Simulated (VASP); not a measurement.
Input of a VASP 6.6.1 run:

Contents of INCAR:

```
SYSTEM = Sn
ALGO     = Normal         ! electronic algorithm
EDIFF    = 1E-8           ! SCF threshold, eV
ENCUT    = 520            ! plane-wave cutoff, eV
ISIF     = 2              ! what is computed and relaxed
ISMEAR   = -1             ! smearing method
LASPH    = .True.         ! aspherical terms in the spheres
LCHARG   = .False.        ! write CHGCAR
LEFG     = .True.       
LREAL    = .False.        ! projectors in reciprocal space
LWAVE    = .False.        ! write WAVECAR
NBANDS   = 21             ! bands
NELM     = 80             ! most SCF steps
PREC     = Accurate       ! precision mode
SIGMA    = 0.03           ! smearing width, eV
```

File KPOINTS:

```
k-points
0
Gamma
  9 9 9
  0 0 0
```

The input POSCAR:

```
Sn
1.0
    0.0000000000      3.2128139200      3.2128139200
    3.2128139200      0.0000000000      3.2128139200
    3.2128139200      3.2128139200      0.0000000000
Sn
2
Direct
    0.5000000000      0.5000000000      0.5000000000
    0.7500000000      0.7500000000      0.7500000000
```

Potentials or basis: VASP PAW LDA potentials, release 64 (Sn_d).

Command:

```sh
$ cat potpaw_LDA.64/Sn_d/POTCAR > POTCAR
$ mpirun -np 1 vasp_std > vasp.out
```

Q: Estimate the pressure.

A: 1.1 GPa.

Q: Estimate the band gap on the k mesh.

A: Zero (band 14 reaches 5.78 eV, above the bottom of band 15 at 5.67 eV).

Caveat: without QUAD_EFG the Cq values of the log hold for a quadrupole moment of 1 mb, not for the nuclei; spin-orbit coupling is left out, which moves the levels of the heavy elements.
